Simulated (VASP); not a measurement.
Set up this calculation in VASP 6.6.1, as the native input.

| Item | Value |
| --- | --- |
| Task | G0W0 quasiparticle levels |
| Functional | PBE |
| Potentials or basis | VASP PAW PBE potentials, release 64 (B_GW, N_GW) |
| Cutoff | 500 eV |
| k mesh | 8 × 8 × 8 |
| Occupations | gaussian, width 0.01 eV |
| Spin | no spin polarisation |
| Dipole correction | no |
| GW scheme | G0W0 |
| GW iterations | 1 |
| Cutoff of the response function | 100 |
| Frequency points | 96 |
| Empty bands | 30 |
| Further INCAR settings | ALGO = EVGW0; EDIFF = 1e-08; NBANDS = 34 |

Crystal: BN.

```
CELL_PARAMETERS angstrom
0.00000 1.74583 1.74583
1.74583 0.00000 1.74583
1.74583 1.74583 0.00000
ATOMIC_POSITIONS crystal
B 0.00000 0.00000 0.00000
N 0.50000 0.50000 0.50000
```

These files were run (other wordings do the same):

POSCAR

```
BN
1.0
    0.0000000000      1.7458259400      1.7458259400
    1.7458259400      0.0000000000      1.7458259400
    1.7458259400      1.7458259400      0.0000000000
B N
1 1
Direct
    0.0000000000      0.0000000000      0.0000000000
    0.5000000000      0.5000000000      0.5000000000
```

INCAR.step1

```
  ALGO = Normal
  EDIFF = 1E-8
  ENCUT = 500
  GGA = PE
  ISMEAR = 0
  LASPH = True
  LCHARG = False
  LREAL = False
  LWAVE = True
  NELM = 100
  PREC = Accurate
  SIGMA = 0.01
```

INCAR.step2

```
  ALGO = Exact
  EDIFF = 1E-8
  ENCUT = 500
  GGA = PE
  ISMEAR = 0
  ISTART = 1
  LASPH = True
  LCHARG = False
  LOPTICS = True
  LREAL = False
  LWAVE = True
  NBANDS = 34
  NELM = 1
  PREC = Accurate
  SIGMA = 0.01
```

INCAR.step3

```
  ALGO = EVGW0
  EDIFF = 1E-8
  ENCUT = 500
  ENCUTGW = 100.0
  GGA = PE
  ISMEAR = 0
  ISTART = 1
  LASPH = True
  LCHARG = False
  LREAL = False
  LWAVE = False
  NBANDS = 34
  NBANDSGW = 12
  NELMGW = 1
  NOMEGA = 96
  OMEGAMAX = 20
  PREC = Accurate
  PRECFOCK = Fast
  SIGMA = 0.01
```

KPOINTS

```
k-points
0
Gamma
  8 8 8
```

Potentials or basis: VASP PAW PBE potentials, release 64 (B_GW, N_GW).

The run is started by

```sh
$ cat potpaw_PBE.64/B_GW/POTCAR potpaw_PBE.64/N_GW/POTCAR > POTCAR
$ cp INCAR.step1 INCAR
$ mpirun -np 1 vasp_std > vasp.out
$ cp INCAR.step2 INCAR
$ mpirun -np 1 vasp_std > vasp.out
$ cp INCAR.step3 INCAR
$ mpirun -np 1 vasp_std > vasp.out
```

Results of the run:

The quasiparticle gap is 1.72 eV, the least direct quasiparticle gap is 6.70 eV and the band gap of the starting levels on the mesh is 1.33 eV. The least direct gap of the starting levels on the mesh is 5.84 eV.

Caveat: the k points lie up to 0.39 Å⁻¹ apart; bands, screening cutoff and mesh are small and nothing is extrapolated, so the quasiparticle values aren't converged; the structure was generated, so it needn't be the stable form of BN.

Wall time 95 s on 1 thread of Intel(R) Xeon(R) Platinum 8488C (Sapphire Rapids), on a shared host, peak memory 0.31 GiB.
